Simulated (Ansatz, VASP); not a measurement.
# Cd2Mo: VASP beside Ansatz

Contents of INCAR:

```
PREC = Accurate ; ENCUT = 520
EDIFF = 1E-6 ; ISMEAR = 0
SIGMA = 0.1 ; LREAL = False
LASPH = True ; NELM = 100
ALGO = Fast ; ISIF = 2
LWAVE = False ; LCHARG = False
GGA = PE ; NBANDS = 26
```

Contents of KPOINTS:

```
Automatic mesh
0
Gamma
  6 6 4
```

The input POSCAR:

```
Cd2Mo
1.0
    3.9709611470      0.0000000000      0.0000000000
   -1.9854805735      3.4389532308      0.0000000000
    0.0000000000      0.0000000000      4.2875826338
Cd Mo
2 1
Direct
    0.3333333333      0.6666666667      0.5000000000
    0.6666666667      0.3333333333      0.5000000000
    0.0000000000      0.0000000000      0.0000000000
```

Input for Ansatz:

```yaml
crystal:
  lattice:
    - [3.970961147, 0.0, 0.0]
    - [-1.9854805735, 3.4389532308, 0.0]
    - [0.0, 0.0, 4.2875826338]
  atoms:
    - { symbol: Cd, position: [0.3333333333, 0.6666666667, 0.5] }
    - { symbol: Cd, position: [0.6666666667, 0.3333333333, 0.5] }
    - { symbol: Mo, position: [0.0, 0.0, 0.0] }
basis:
  ecutwfc: 420
kpoints:
  mp_grid: { grid: [6, 6, 4] }
hamiltonian:
  xc: pbe
scf:
  occupations: { method: gaussian, width: 0.1 }
  lower_state_search: "off"
output:
  forces: true
  stress: true
  eigenvalues: true
```

Alike in both runs: task single point; functional PBE; k mesh 6 × 6 × 4; occupations gaussian, width 0.1 eV; no spin polarisation.

|  | VASP | Ansatz |
| --- | --- | --- |
| version | VASP 6.6.1 | Ansatz 0.2.0 |
| potentials or method | VASP PAW PBE potentials, release 64 (Cd, Mo_sv), cutoff 520 eV | scalar-relativistic, plane waves, PAW |
| valence electrons in the cell | 38 | 54 |

VASP gave:

| Property | Result |
| --- | --- |
| gap on the k mesh at the Fermi level (eV) | none |
| pressure (GPa) | 23.1 |
| traceless stress, the component that is largest in VASP (GPa) | -39.40 |

Q: Estimate Ansatz's values.

A: gap on the k mesh at the Fermi level (eV): none; pressure (GPa): 21.1; traceless stress, the component that is largest in VASP (GPa): -37.76.

A gap of «none» marks a metal or a gap that the smearing closes. With one functional, cell and mesh, what is left measures potentials, basis and numerics. VASP's potentials hold 38 valence electrons a cell and Ansatz's 54, so a difference there can come from the potentials and not from the codes.

The k mesh is coarse, so the values compare programs but aren't converged.
